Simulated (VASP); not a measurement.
# MgS (F-43m) in VASP: notebook

Runs on MgS. Level: LDA. Tasks: single point.

All numbers are computed with VASP 6.6.1; they aren't measurements. Logs are shortened: lines on timing, memory, paths and dates and some standing lists are left out, and cuts for length are marked.

## Step 1: The cell of the first run

It takes space group F-43m (No. 216, cubic). The conventional cell has a = 5.594 Å, b = 5.594 Å, c = 5.594 Å, α = 90.00°, β = 90.00°, γ = 90.00°. Within 3.2 Å of Mg (site symmetry -43m) lie 4 S at 2.42 Å. Within 3.2 Å of S (site symmetry -43m) lie 4 Mg at 2.42 Å.

## Step 2: Single point, LDA

File INCAR:

```
SYSTEM = MgS
  PREC = Accurate
  ENCUT = 600
  EDIFF = 1E-6
  ISMEAR = 0
  SIGMA = 0.02
  LREAL = .FALSE.
  LASPH = .TRUE.
  NELM = 120
  ALGO = Normal
  ISIF = 2
  LWAVE = .FALSE.
  LCHARG = .FALSE.
  NBANDS = 11
  GGA_COMPAT = .FALSE.
```

File KPOINTS:

```
Automatic mesh
0
G
  8 8 8
  0 0 0
```

File POSCAR:

```
MgS
1.0
    0.0000000000      2.7969475040      2.7969475040
    2.7969475040      0.0000000000      2.7969475040
    2.7969475040      2.7969475040      0.0000000000
Mg S
1 1
Direct
    0.0000000000      0.0000000000      0.0000000000
    0.2500000000      0.2500000000      0.2500000000
```

Potentials or basis: VASP PAW LDA potentials, release 64 (Mg, S).

On the command line:

```sh
> cat potpaw_LDA.64/Mg/POTCAR potpaw_LDA.64/S/POTCAR > POTCAR
> mpirun -np 1 vasp_std > vasp.out
```

OUTCAR:

```text
SYSTEM = MgS
   PREC = Accurate
   ENCUT = 600
   EDIFF = 1E-6
   ISMEAR = 0
   LREAL = .FALSE.
   LASPH = .TRUE.
   NELM = 120
   ISIF = 2

 ion  position               nearest neighbor table
   1  0.000  0.000  0.000-   2 2.42   2 2.42   2 2.42   2 2.42
   2  0.250  0.250  0.250-   1 2.42   1 2.42   1 2.42   1 2.42

  LATTYP: Found a face centered cubic cell.
 ALAT       =     5.5938950080

  Lattice vectors:

 A1 = (   0.0000000000,   2.7969475040,   2.7969475040)
 A2 = (   2.7969475040,   0.0000000000,   2.7969475040)
 A3 = (   2.7969475040,   2.7969475040,   0.0000000000)

Analysis of symmetry for initial positions (statically):
=====================================================================
 Subroutine PRICEL returns:
 Original cell was already a primitive cell.

 Routine SETGRP: Setting up the symmetry group for a
 face centered cubic supercell.

 Subroutine GETGRP returns: Found 24 space group operations
 (whereof 24 operations were pure point group operations)
 out of a pool of 48 trial point group operations.

The static configuration has the point symmetry T_d .

Analysis of symmetry for dynamics (positions and initial velocities):
=====================================================================
 Subroutine PRICEL returns:
 Original cell was already a primitive cell.

 Routine SETGRP: Setting up the symmetry group for a
 face centered cubic supercell.

 Subroutine GETGRP returns: Found 24 space group operations
 (whereof 24 operations were pure point group operations)
 out of a pool of 48 trial point group operations.

The dynamic configuration has the point symmetry T_d .

 Subroutine INISYM returns: Found 24 space group operations
 (whereof 24 operations are pure point group operations),
 and found     1 'primitive' translations

----------------------------------------------------------------------------------------

                                     Primitive cell

  volume of cell :      43.7606

  direct lattice vectors                    reciprocal lattice vectors
     0.000000000  2.796947504  2.796947504    -0.178766316  0.178766316  0.178766316
     2.796947504  0.000000000  2.796947504     0.178766316 -0.178766316  0.178766316
     2.796947504  2.796947504  0.000000000     0.178766316  0.178766316 -0.178766316

  length of vectors
     3.955481093  3.955481093  3.955481093     0.309632341  0.309632341  0.309632341

  position of ions in fractional coordinates (direct lattice)
     0.000000000  0.000000000  0.000000000
     0.250000000  0.250000000  0.250000000

  ion indices of the primitive-cell ions
   primitive index   ion index
                 1           1
                 2           2

----------------------------------------------------------------------------------------

 KPOINTS: Automatic mesh

Automatic generation of k-mesh.
 Grid dimensions read from file:
 generate k-points for:    8    8    8

 Generating k-lattice:

  Cartesian coordinates                     Fractional coordinates (reciprocal lattice)
    -0.022345789  0.022345789  0.022345789     0.125000000  0.000000000  0.000000000
     0.022345789 -0.022345789  0.022345789     0.000000000  0.125000000  0.000000000
     0.022345789  0.022345789 -0.022345789     0.000000000  0.000000000  0.125000000

  Length of vectors
     0.038704043  0.038704043  0.038704043

  Shift w.r.t. Gamma in fractional coordinates (k-lattice)
     0.000000000  0.000000000  0.000000000

 Subroutine IBZKPT returns following result:
 ===========================================

 Found     29 irreducible k-points:

 Following reciprocal coordinates:
            Coordinates               Weight
  0.000000  0.000000  0.000000      1.000000
  0.125000  0.000000  0.000000      8.000000
  0.250000  0.000000  0.000000      8.000000
  0.375000  0.000000  0.000000      8.000000
  0.500000  0.000000  0.000000      4.000000
  0.125000  0.125000  0.000000      6.000000
[... 16 lines left out ...]
  0.500000  0.250000  0.125000     48.000000
 -0.375000  0.250000  0.125000     24.000000
 [... further k-points ...]
   k-points           NKPTS =     29   k-points in BZ     NKDIM =     29   number of bands    NBANDS=     11
   number of dos      NEDOS =    301   number of ions     NIONS =      2
   total plane-waves  NPLWV =  32768
   dimension x,y,z NGX =    32 NGY =   32 NGZ =   32
   dimension x,y,z NGXF=    64 NGYF=   64 NGZF=   64
   ions per type =               1   1
   NGX,Y,Z   is equivalent  to a cutoff of  13.45, 13.45, 13.45 a.u.
   NGXF,Y,Z  is equivalent  to a cutoff of  26.90, 26.90, 26.90 a.u.
 SYSTEM =  MgS
   PREC   = accura    normal or accurate (medium, high low for compatibility)
   ISTART =      0    job   : 0-new  1-cont  2-samecut
   ICHARG =      2    charge: 1-file 2-atom 10-const
   ISPIN  =      1    spin polarized calculation?
   LNONCOLLINEAR =      F non collinear calculations
   LSORBIT =      F    spin-orbit coupling
   LASPH  =      T    aspherical Exc in radial PAW
   ENCUT  =  600.0 eV  44.10 Ry    6.64 a.u.   7.90  7.90  7.90*2*pi/ulx,y,z
   NELM   =    120;   NELMIN=  2; NELMDL= -5     # of ELM steps
   EDIFF  = 0.1E-05   stopping-criterion for ELM
   LREAL  =      F    real-space projection
   EDIFFG = 0.1E-04   stopping-criterion for IOM
   NSW    =      0    number of steps for IOM
   IBRION =     -1    ionic relax: 0-MD 1-quasi-New 2-CG
   NFREE  =      0    steps in history (QN), initial steepest desc. (CG)
   ISIF   =      2    stress and relaxation
   ISYM   =      2    0-nonsym 1-usesym 2-fastsym
   POTIM  = 0.5000    time-step for ionic-motion
   TEBEG  =    0.0;   TEEND  =   0.0 temperature during run
   PSTRESS=    0.0 pullay stress
   NELECT =       8.0000    total number of electrons
   NUPDOWN=      -1.0000    fix difference up-down
   EMIN   =  10.00;   EMAX   =-10.00  energy-range for DOS
   EFERMI =   0.00;   METHOD = LEGACY
   ISMEAR =     0;   SIGMA  =   0.02  broadening in eV -4-tet -1-fermi 0-gaus
   EFERMI_NEDOS =   21; number of points for ismear=-14 and -15
   IALGO  =     38    algorithm
   IMIX   =      4    mixing-type and parameters
     AMIX     =   0.40;   BMIX     =  1.00
     AMIX_MAG =   1.60;   BMIX_MAG =  1.00
  volume/ion in A,a.u.               =      21.88       147.66
  Fermi-wavevector in a.u.,A,eV,Ry     =   0.929131  1.755804 11.745710  0.863285
  Thomas-Fermi vector in A             =   2.055382
   LORBIT       =      0    0 simple, 1 ext, 2 COOP (PROOUT), +10 PAW based schemes
   GGA     = CA    functional components
   LHFCALC =     F    Hartree Fock is set to
   AEXX    =    0.0000 exact exchange contribution
   IVDW    =     0    specifies the selected vdW correction
   LEPSILON=     F    determine dielectric tensor
   LRPA    =     F    only Hartree local field effects (RPA)
 non-spin polarized calculation
 Gauss-broadening in eV      SIGMA  =   0.02
  energy-cutoff  :      600.00
  volume of cell :       43.76
 maximum number of plane-waves:      1476
   NGX = 15   NGY = 15   NGZ = 15

 number of electron       7.9999999 magnetization

 Free energy of the ion-electron system (eV)
  ---------------------------------------------------
  ext. energy  EPLUGINS =         0.00000000
  ---------------------------------------------------
  free energy    TOTEN  =        -9.39389561 eV

  energy without entropy =       -9.39389561  energy(sigma->0) =       -9.39389561

 E-fermi :   1.2783     XC(G=0):  -8.8998

 val. band max:        1.1266779252   @ k =   0.0000   0.0000   0.0000
 cond. band min:       4.5034706204   @ k =   0.0000   0.0000   0.0000
 fundamental gap:      3.3767926952
 Fermi energy:         1.2783241160

 k-point     1 :       0.0000    0.0000    0.0000
  band No.  band energies     occupation
      1     -10.2347      2.00000
      2       1.1267      2.00000
      3       1.1267      2.00000
      4       1.1267      2.00000
      5       4.5035      0.00000
      6       8.9860      0.00000
      7       8.9860      0.00000
      8       8.9860      0.00000
      9      11.9429      0.00000
     10      11.9429      0.00000
     11      14.7803      0.00000

 k-point     2 :       0.1250    0.0000    0.0000
  band No.  band energies     occupation
      1     -10.1387      2.00000
      2       0.3946      2.00000
      3       1.0700      2.00000
      4       1.0700      2.00000
      5       5.1927      0.00000
      6       8.7995      0.00000
      7       9.1699      0.00000
      8       9.1699      0.00000
      9      11.4505      0.00000
     10      11.4505      0.00000
     11      14.1340      0.00000

 k-point     3 :       0.2500    0.0000    0.0000
  band No.  band energies     occupation
      1      -9.8887      2.00000
      2      -0.8497      2.00000
      3       0.9426      2.00000
      4       0.9426      2.00000
      5       6.0333      0.00000
      6       8.8694      0.00000
      7       9.1960      0.00000
      8       9.1960      0.00000
      9      11.5049      0.00000
     10      11.5049      0.00000
     11      13.2700      0.00000

 k-point     4 :       0.3750    0.0000    0.0000
  band No.  band energies     occupation
      1      -9.6058      2.00000
      2      -1.8350      2.00000
      3       0.8265      2.00000
      4       0.8265      2.00000
      5       6.1691      0.00000
      6       8.8162      0.00000
      7       8.8162      0.00000
      8       9.4488      0.00000
      9      12.8537      0.00000
     10      12.8537      0.00000
     11      13.3105      0.00000
[... 239 lines left out ...]
 k-point    22 :       0.3750    0.2500    0.1250
  band No.  band energies     occupation
      1      -9.6943      2.00000
      2      -1.0632      2.00000
      3       0.2185      2.00000
      4       0.7239      2.00000
      5       6.7513      0.00000
      6       8.0044      0.00000
      7       8.5890      0.00000
      8      10.2901      0.00000
      9      10.8071      0.00000
     10      13.5425      0.00000
     11      15.5583      0.00000

 k-point    23 :       0.5000    0.2500    0.1250
  band No.  band energies     occupation
      1      -9.4585      2.00000
      2      -1.6010      2.00000
      3      -0.1544      2.00000
      4       0.5345      2.00000
      5       6.9750      0.00000
      6       7.8151      0.00000
      7       8.9690      0.00000
      8      10.1229      0.00000
      9      11.9777      0.00000
     10      14.6511      0.00000
     11      15.2662      0.00000

 k-point    24 :      -0.3750    0.2500    0.1250
  band No.  band energies     occupation
      1      -9.3529      2.00000
      2      -1.8355      2.00000
      3      -0.2643      2.00000
      4       0.4328      2.00000
      5       7.0338      0.00000
      6       7.5268      0.00000
      7       9.8699      0.00000
      8       9.9053      0.00000
      9      12.5178      0.00000
     10      13.9613      0.00000
     11      15.4395      0.00000

 [... further k-points ...]

------------------------ aborting loop because EDIFF is reached ----------------------------------------

  FORCE on cell =-STRESS in cart. coord.  units (eV):
  Direction    XX          YY          ZZ          XY          YZ          ZX
  --------------------------------------------------------------------------------------
  -------------------------------------------------------------------------------------
  Total       -0.0888669     -0.0888669     -0.0888669     -0.0000000      0.0000000     -0.0000000
  in kB       -3.2536245     -3.2536245     -3.2536245     -0.0000000      0.0000000     -0.0000000
  external PRESSURE =      -3.2536245 kB  Pullay stress =       0.0000000 kB

 VOLUME and BASIS-vectors are now :
 -----------------------------------------------------------------------------
  energy-cutoff  :      600.00
  volume of cell :       43.76
      direct lattice vectors                 reciprocal lattice vectors
     0.000000000  2.796947504  2.796947504    -0.178766316  0.178766316  0.178766316
     2.796947504  0.000000000  2.796947504     0.178766316 -0.178766316  0.178766316
     2.796947504  2.796947504  0.000000000     0.178766316  0.178766316 -0.178766316

 POSITION                                       TOTAL-FORCE (eV/Angst)
 -----------------------------------------------------------------------------------
      0.00000      0.00000      0.00000         0.000000     -0.000000     -0.000000
      1.39847      1.39847      1.39847        -0.000000      0.000000      0.000000
 -----------------------------------------------------------------------------------
    total drift:                                0.000000      0.000000      0.000000

  FREE ENERGIE OF THE ION-ELECTRON SYSTEM (eV)
  ---------------------------------------------------
  free  energy   TOTEN  =        -9.3938956055 eV

  energy  without entropy=       -9.3938956055  energy(sigma->0) =       -9.39389561
```

Wall time 12 s (1 thread of Intel Xeon Platinum 8259CL at 2.50GHz (Skylake/Cascade Lake), shared host); peak memory 0.15 GiB.

Results:

```yaml
Free_energy: -9.3939 eV
Pressure: -0.3 GPa
Band_gap_on_the_k_mesh: 3.38 eV
```

Levels at points of the mesh, in eV from the valence-band top:
| k point | band 1 | band 2 | band 3 | band 4 | band 5 | band 6 | band 7 | band 8 | band 9 |
| --- | --- | --- | --- | --- | --- | --- | --- | --- | --- |
| (0.00, 0.00, 0.00) | -11.36 | 0.00 | 0.00 | 0.00 | 3.38 | 7.86 | 7.86 | 7.86 | 10.82 |
| (0.50, 0.00, 0.00) | -10.60 | -3.34 | -0.35 | -0.35 | 5.00 | 7.51 | 7.51 | 8.54 | 12.84 |
| (0.50, 0.50, 0.00) | -10.36 | -2.99 | -1.10 | -1.10 | 3.63 | 5.48 | 11.24 | 12.30 | 12.30 |

A k mesh can miss the band edges.

## Step 3: Single point, LDA

File INCAR:

```
  ALGO = Normal
  EDIFF = 1E-6
  ENCUT = 600
  GGA_COMPAT = F
  ISIF = 2
  ISMEAR = 0
  LASPH = T
  LCHARG = F
  LREAL = F
  LWAVE = F
  NBANDS = 11
  NELM = 120
  PREC = Accurate
  SIGMA = 0.02
```

File KPOINTS:

```
k-points
0
Gamma
  8 8 8
```

POSCAR is that of step 2.

Potentials or basis: VASP PAW LDA potentials, release 64 (Mg, S).

On the command line:

```sh
> cat potpaw_LDA.64/Mg/POTCAR potpaw_LDA.64/S/POTCAR > POTCAR
> mpirun -np 1 vasp_std > vasp.out
```

It took 12 s on 1 thread of Intel Xeon Platinum 8259CL at 2.50GHz (Skylake/Cascade Lake), shared host; peak memory 0.16 GiB.

It converged, with:

```yaml
Free_energy: -9.3939 eV
Pressure: -0.3 GPa
Band_gap_on_the_k_mesh: 3.38 eV
```

Levels at points of the mesh, in eV from the valence-band top:
```tsv
k point	band 1	band 2	band 3	band 4	band 5	band 6	band 7	band 8	band 9
(0.00, 0.00, 0.00)	-11.36	0.00	0.00	0.00	3.38	7.86	7.86	7.86	10.82
(0.50, 0.00, 0.00)	-10.60	-3.34	-0.35	-0.35	5.00	7.51	7.51	8.54	12.84
(0.50, 0.50, 0.00)	-10.36	-2.99	-1.10	-1.10	3.63	5.48	11.24	12.30	12.30
```

A k mesh can miss the band edges.
